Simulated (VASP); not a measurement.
Set up this calculation in VASP 6.6.1, as the native input.

```
Task                   : relaxation of cell and atoms
Functional             : PBE
Potentials or basis    : VASP PAW PBE potentials, release 64 (Ga_d, Se)
Cutoff                 : 600 eV
k mesh                 : 10 × 10 × 10
Occupations            : gaussian, width 0.1 eV
Spin                   : no spin polarisation
Dipole correction      : no
Further INCAR settings : ALGO = Normal; EDIFF = 1e-06; IBRION = 2; EDIFFG = -0.01; NSW = 100; ISIF = 3
```

The structure of Ga3Se lies in POSCAR:

```
Ga3Se
1.0
    4.4324650800      0.0000000000      0.0000000000
    0.0000000000      4.4324650800      0.0000000000
    0.0000000000      0.0000000000      4.4324650800
Ga Se
3 1
Direct
    0.0000000000      0.5000000000      0.5000000000
    0.5000000000      0.0000000000      0.5000000000
    0.5000000000      0.5000000000      0.0000000000
    0.0000000000      0.0000000000      0.0000000000
```

These files were run (other wordings do the same):

INCAR

```
  ALGO = Normal
  EDIFF = 1E-6
  EDIFFG = -0.01
  ENCUT = 600
  GGA = PE
  IBRION = 2
  ISIF = 3
  ISMEAR = 0
  LASPH = T
  LCHARG = F
  LREAL = F
  LWAVE = F
  NELM = 60
  NSW = 100
  PREC = Accurate
  SIGMA = 0.1
```

KPOINTS

```
k-points
0
Gamma
  10 10 10
```

Potentials or basis: VASP PAW PBE potentials, release 64 (Ga_d, Se).

Run with:

```console
$ cat potpaw_PBE.64/Ga_d/POTCAR potpaw_PBE.64/Se/POTCAR > POTCAR
$ mpirun -np 1 vasp_std > vasp.out
```

Results of the run:

```json
{
  "Relaxed volume": "21.44 Å³/atom",
  "Relaxed cell": "a = 4.410 Å, b = 4.410 Å, c = 4.410 Å, α = 90.00°, β = 90.00°, γ = 90.00°",
  "Space group after relaxing (to 0.1 Å)": "Pm-3m (No. 221)",
  "Energy gained by relaxing": "0.6 meV/atom",
  "Ionic steps": "5",
  "Pressure after relaxing": "0.0 GPa",
  "Band gap on the k mesh": "zero (an odd number of electrons rules out a gap without spin polarisation)"
}
```

Run time: 8.5 min on 1 thread of Intel Xeon 8259CL (shared host), peak memory 0.31 GiB.
